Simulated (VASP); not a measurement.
A run of VASP 6.6.1 is set up as follows.

The input INCAR:

```
ALGO     = Normal         # electronic algorithm
EDIFF    = 1E-6           # SCF threshold, eV
ENCUT    = 520            # plane-wave cutoff, eV
GGA      = PS             # functional
ISIF     = 2              # what is computed and relaxed
ISMEAR   = 0              # smearing method
LASPH    = T              # aspherical terms in the spheres
LCHARG   = T              # write CHGCAR
LELF     = T              # ELF
LREAL    = F              # projectors in reciprocal space
LVHAR    = T            
LWAVE    = F              # write WAVECAR
NBANDS   = 14             # bands
NELM     = 80             # most SCF steps
PREC     = Accurate       # precision mode
SIGMA    = 0.01           # smearing width, eV
```

The input KPOINTS:

```
k-points
0
Gamma
  8 8 8
```

File POSCAR:

```
NaI
1.0
    0.0000000000      3.2002504140      3.2002504140
    3.2002504140      0.0000000000      3.2002504140
    3.2002504140      3.2002504140      0.0000000000
Na I
1 1
Direct
    0.0015623777      0.0015623777      0.0015623777
    0.5000000000      0.5000000000      0.5000000000
```

Potentials or basis: VASP PAW PBE potentials, release 64 (Na_pv, I).

Run with:

```console
$ cat potpaw_PBE.64/Na_pv/POTCAR potpaw_PBE.64/I/POTCAR > POTCAR
$ mpirun -np 1 vasp_std > vasp.out
```

Problem. Predict the largest force.

Solution. 0.018 eV/Å.

Problem. Predict the pressure.

Solution. 0.1 GPa.

Forces in eV/Å, atoms in the order of the input:
```
Na  -0.010 -0.010 -0.010
I    0.010  0.010  0.010
```

Caveat: the cell differs from its parent crystal (0.01, 0.01] A); the PAW data sets were made with another functional, which shifts forces and pressure a little.
